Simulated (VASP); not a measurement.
# NaB: relaxation of cell and atoms with PBE

Crystal: NaB.

```
Na B
1.0
     3.60538    0.00000    0.00000
     0.00000    3.60538    0.00000
     0.00000    0.00000    3.60538
Na B
1 1
Cartesian
  1.8027 1.8027 1.8027
  0.0000 0.0000 0.0000
```

| Property | Result |
| --- | --- |
| Program | VASP 6.6.1 |
| Task | relaxation of cell and atoms |
| Functional | PBE |
| Potentials or basis | VASP PAW PBE potentials, release 64 (Na_pv, B) |
| Cutoff | 600 eV |
| k mesh | 6 × 6 × 6 |
| Occupations | gaussian, width 0.1 eV |
| Spin | no spin polarisation |
| Dipole correction | no |
| Further INCAR settings | ALGO = Normal; EDIFF = 1e-06; IBRION = 2; EDIFFG = -0.04; NSW = 90; ISIF = 3 |

```
Relaxed volume                         : 15.72 Å³/atom
Relaxed cell                           : a = 3.156 Å, b = 3.156 Å, c = 3.156 Å, α = 90.00°, β = 90.00°, γ = 90.00°
Space group after relaxing (to 0.05 Å) : Pm-3m (No. 221)
Energy gained by relaxing              : 210.0 meV/atom
Ionic steps                            : 5
Pressure after relaxing                : -0.3 GPa
Band gap on the k mesh                 : zero (band 5 reaches 4.59 eV, above the bottom of band 6 at 0.65 eV)
```

Step by step:
```csv
step,energy change (eV),largest force (eV/Å),pressure (GPa),volume (Å³)
1,0.0000,0.0000,-6.00,46.87
2,-0.2052,0.0000,-5.37,41.16
3,-0.3391,0.0000,7.10,26.86
4,-0.4090,0.0000,-1.82,32.99
5,-0.4200,0.0000,-0.31,31.44
```

Final structure:
```cif
data_structure
_symmetry_space_group_name_H-M 'P 1'
_symmetry_Int_Tables_number 1
_cell_length_a 3.1563
_cell_length_b 3.1563
_cell_length_c 3.1563
_cell_angle_alpha 90.000
_cell_angle_beta 90.000
_cell_angle_gamma 90.000
_cell_volume 31.44
loop_
_atom_site_label
_atom_site_type_symbol
_atom_site_fract_x
_atom_site_fract_y
_atom_site_fract_z
_atom_site_occupancy
Na1 Na 0.50000 0.50000 0.50000 1
B1 B 0.00000 0.00000 0.00000 1
```

Levels at points of the mesh, in eV from the Fermi level:
```csv
k point,band 3,band 4,band 5,band 6,band 7,band 8
"(0.00, 0.00, 0.00)",-22.79,-7.74,2.98,2.98,2.98,8.64
"(0.50, 0.00, 0.00)",-22.77,-5.69,-2.59,3.56,3.56,10.70
"(0.50, 0.50, 0.00)",-22.76,-4.13,-0.95,-0.95,4.29,5.21
"(0.50, 0.50, 0.50)",-22.86,-2.36,0.03,0.03,0.03,7.11
```

Wall time 13 s on 1 thread of Intel(R) Xeon(R) 6975P-C (Granite Rapids), with other jobs on the host, peak memory 0.17 GiB.

Caveat: the volume moved by over 15 % at a fixed basis, so the end points are rough.
